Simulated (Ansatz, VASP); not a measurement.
# Two plane-wave programs on Rh

Contents of POSCAR:

```
Rh
1.0
    2.7126497715      0.0000000000      0.0000000000
   -1.3563248858      2.3492236138      0.0000000000
    0.0000000000      0.0000000000      4.3987667018
Rh
2
Direct
    0.3333333333      0.6666666667      0.2500000000
    0.6666666667      0.3333333333      0.7500000000
```

The input INCAR.step1:

```
SYSTEM = Rh
  PREC = Accurate
  ENCUT = 580
  ISMEAR = -1
  SIGMA = 0.05
  LREAL = .False.
  LASPH = .True.
  NELM = 120
  NBANDS = 24
  GGA = PE
  ALGO = Normal
  EDIFF = 1E-5
  LWAVE = .True.
  LCHARG = .False.
  GGA_COMPAT = .False.
```

The input INCAR.step2:

```
SYSTEM = Rh
  PREC = Accurate
  ENCUT = 580
  EDIFF = 1E-6
  ISMEAR = -1
  SIGMA = 0.05
  LREAL = .False.
  LASPH = .True.
  NELM = 120
  ALGO = Normal
  ISIF = 2
  LWAVE = .False.
  LCHARG = .True.
  METAGGA = R2SCAN
  LMIXTAU = .True.
  LELF = .True.
  LVHAR = .True.
  NBANDS = 24
  ISTART = 1
  GGA_COMPAT = .False.
```

File KPOINTS:

```
regular mesh
0
Gamma
  11 11 6
  0 0 0
```

The input input.yaml:

```yaml
crystal:
  lattice:
    - [2.7126497715, 0.0, 0.0]
    - [-1.3563248858, 2.3492236138, 0.0]
    - [0.0, 0.0, 4.3987667018]
  atoms:
    - { symbol: Rh, position: [0.3333333333, 0.6666666667, 0.25] }
    - { symbol: Rh, position: [0.6666666667, 0.3333333333, 0.75] }
hamiltonian:
  xc: r2scan
  pseudopotentials: { kind: paw }
kpoints:
  mp_grid: { grid: [11, 11, 6] }
scf:
  occupations: { method: fermi_dirac, width: 0.05 }
output:
  forces: true
  stress: true
  eigenvalues: true
  write_density: true
  write_potential: true
  elf: true
  volumetric_format: npy
```

Alike in both runs: task single point; functional r2SCAN; k mesh 11 × 11 × 6; occupations fermi-dirac, width 0.05 eV; no spin polarisation.

|  | VASP | Ansatz |
| --- | --- | --- |
| version | VASP 6.6.1 | Ansatz 0.2.0 |
| potentials or method | VASP PAW PBE potentials, release 64 (Rh_sv_GW) | Ansatz PAW |
| plane-wave cutoff (eV) | 580 | 500 |
| valence electrons in the cell | 34 | 34 |

|  | VASP | Ansatz | Ansatz less VASP |
| --- | --- | --- | --- |
| gap on the k mesh at the Fermi level (eV) | none | none | - |
| pressure (GPa) | -6.3 | -4.8 | +1.51 |
| traceless stress, the component that is largest in VASP (GPa) | -0.95 | -0.93 | +0.023 |

VASP's potentials were made for PBE, not for r2SCAN. A gap of «none» marks a metal or a gap that the smearing closes. The functional is the same, so the differences come from potentials, cutoffs and numerics.
